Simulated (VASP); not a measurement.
Wanted: the native input for a VASP 6.6.1 run.

| Property | Result |
| --- | --- |
| Task | single point |
| Functional | r2SCAN |
| Dispersion | rVV10 |
| Potentials or basis | VASP PAW PBE potentials, release 64 (Ti_sv, Si) |
| Cutoff | 520 eV |
| k mesh | 6 × 6 × 6 |
| Occupations | gaussian, width 0.1 eV |
| Spin | no spin polarisation |
| Dipole correction | no |
| Further INCAR settings | ALGO = Normal; EDIFF = 1e-07; NBANDS = 29 |

TiSi2:

```
Ti Si
1.0
     1.76511   -6.75928    0.00000
     1.76511    6.75928    0.00000
     0.00000    0.00000    3.56517
Ti Si
2 4
Direct
  0.89688 0.10312 0.75000
  0.10312 0.89688 0.25000
  0.55825 0.44175 0.75000
  0.44175 0.55825 0.25000
  0.24969 0.75031 0.75000
  0.75031 0.24969 0.25000
```

One way to write it, as run:

POSCAR

```
TiSi2
1.0
    1.7651050200     -6.7592815400      0.0000000000
    1.7651050200      6.7592815400      0.0000000000
    0.0000000000      0.0000000000      3.5651739700
Ti Si
2 4
Direct
    0.8968819200      0.1031180800      0.7500000000
    0.1031180800      0.8968819200      0.2500000000
    0.5582514500      0.4417485500      0.7500000000
    0.4417485500      0.5582514500      0.2500000000
    0.2496851800      0.7503148200      0.7500000000
    0.7503148200      0.2496851800      0.2500000000
```

INCAR.step1

```
SYSTEM = TiSi2
PREC = Accurate
ENCUT = 520
ISMEAR = 0
SIGMA = 0.1
LREAL = .False.
LASPH = .True.
NELM = 80
NBANDS = 29
GGA = PE
ALGO = Normal
EDIFF = 1E-4
LWAVE = .True.
LCHARG = .False.
```

INCAR.step2

```
SYSTEM = TiSi2
PREC = Accurate
ENCUT = 520
EDIFF = 1E-7
ISMEAR = 0
SIGMA = 0.1
LREAL = .False.
LASPH = .True.
NELM = 80
ALGO = Normal
ISIF = 2
LWAVE = .False.
LCHARG = .False.
METAGGA = R2SCAN
LMIXTAU = .True.
LUSE_VDW = .True.
IVDW_NL = 2
BPARAM = 11.95
CPARAM = 0.0093
NBANDS = 29
ISTART = 1
```

KPOINTS

```
Automatic mesh
0
Gamma
  6 6 6
  0 0 0
```

Potentials or basis: VASP PAW PBE potentials, release 64 (Ti_sv, Si).

Launch:

```bash
$ cat potpaw_PBE.64/Ti_sv/POTCAR potpaw_PBE.64/Si/POTCAR > POTCAR
$ cp INCAR.step1 INCAR
$ mpirun -np 1 vasp_std > vasp.out
$ cp INCAR.step2 INCAR
$ mpirun -np 1 vasp_std > vasp.out
```

Results of the run:

| Item | Value |
| --- | --- |
| Pressure | -0.5 GPa |
| Largest force | 0.055 eV/Å |
| Band gap on the k mesh | zero (bands 20 and 21 overlap by 1.04 eV) |

Caveat: the PAW data sets were made with another functional, which shifts forces and pressure a little.

Run time: 15 min on 1 thread of Intel(R) Xeon(R) Platinum 8259CL CPU @ 2.50GHz (Skylake/Cascade Lake) (shared host), peak memory 0.65 GiB.
